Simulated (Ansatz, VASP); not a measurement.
This is a calculation of MnS for VASP 6.6.1.

The input INCAR:

```
SYSTEM = MnS
  ALGO = Normal
  EDIFF = 1E-6
  ENCUT = 520
  GGA = PE
  ISIF = 2
  ISMEAR = 0
  ISPIN = 2
  LASPH = .True.
  LCHARG = .False.
  LMAXMIX = 4
  LORBIT = 11
  LREAL = .False.
  LWAVE = .False.
  MAGMOM = 4 0
  NBANDS = 20
  NELM = 150
  PREC = Accurate
  SIGMA = 0.014
```

Contents of KPOINTS:

```
k-points
0
Gamma
  9 9 9
  0 0 0
```

File POSCAR:

```
MnS
1.0
    0.0000000000      2.6045000000      2.6045000000
    2.6045000000      0.0000000000      2.6045000000
    2.6045000000      2.6045000000      0.0000000000
Mn S
1 1
Direct
    0.0000000000      0.0000000000      0.0000000000
    0.5000000000      0.5000000000      0.5000000000
```

Potentials or basis: VASP PAW PBE potentials, release 64 (Mn_pv, S).

Command:

```bash
$ cat potpaw_PBE.64/Mn_pv/POTCAR potpaw_PBE.64/S/POTCAR > POTCAR
$ mpirun -np 1 vasp_std > vasp.out
```

**Question.** Set up the same calculation for Ansatz 0.2.0. Potentials there: all-electron LAPW, scalar-relativistic.

**Answer.** As run (the cutoff follows the program's own potentials):

Contents of input.yaml:

```yaml
crystal:
  lattice:
    - [0.0, 2.6045, 2.6045]
    - [2.6045, 0.0, 2.6045]
    - [2.6045, 2.6045, 0.0]
  atoms:
    - { symbol: Mn, position: [0.0, 0.0, 0.0], spin: 4.0 }
    - { symbol: S, position: [0.5, 0.5, 0.5] }
kpoints:
  mp_grid: { grid: [9, 9, 9] }
scf:
  occupations: { method: gaussian, width: 0.014 }
hamiltonian:
  xc: pbe
  pseudopotentials: { kind: all_electron, lapw: { basis_error: 0.001 } }
magnetization:
  spin_polarized: true
output:
  forces: true
  stress: true
  eigenvalues: true
```

Potentials or basis: all-electron LAPW, scalar-relativistic.

Command:

```sh
$ ansatz run input.yaml --threads 2 --pin off --max-ram 6144MiB --backend cpu --events-out ev --progress --plain --runs-dir out
```

Both were run:

|  | VASP | Ansatz | Ansatz less VASP |
| --- | --- | --- | --- |
| gap on the k mesh at the Fermi level (eV) | none | none | - |
| pressure (GPa) | -2.9 | -2.8 | +0.03 |
| net moment per atom (μB) | 2.36 | 2.36 | 0.000 |
| size of the moment on the site where the two differ most (μB) | 4.26 | 4.44 | +0.176 |

Site moments also hang on the region over which each program counts them. A gap of «none» marks a metal or a gap that the smearing closes. Ansatz ran all-electron here, and VASP with PAW potentials.
